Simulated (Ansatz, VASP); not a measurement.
# Two plane-wave programs on NaI

```xyz
2
Lattice="0.0000 3.3263 3.3263 3.3263 0.0000 3.3263 3.3263 3.3263 0.0000" Properties=species:S:1:pos:R:3 pbc="T T T"
Na    0.0000    0.0000    0.0000
I     3.3263    3.3263    3.3263
```

Alike in both runs: task single point; functional PBE; k mesh 6 × 6 × 6; no spin polarisation.

|  | VASP | Ansatz |
| --- | --- | --- |
| version | VASP 6.6.1 | Ansatz 0.2.0 |
| potentials or method | VASP PAW PBE potentials, release 64 (Na_pv, I) | plane waves, PAW |
| plane-wave cutoff (eV) | 520 | 420 |
| occupations | gaussian, width 0.01 eV | fixed |
| valence electrons in the cell | 14 | 26 |

|  | VASP | Ansatz | Ansatz less VASP |
| --- | --- | --- | --- |
| gap on the k mesh at the Fermi level (eV) | 3.44 | 3.44 | +0.003 |
| pressure (GPa) | -0.7 | -0.7 | -0.01 |

VASP's potentials hold 14 valence electrons a cell and Ansatz's 26, so a difference there can come from the potentials and not from the codes.

Spin-orbit coupling is off throughout.
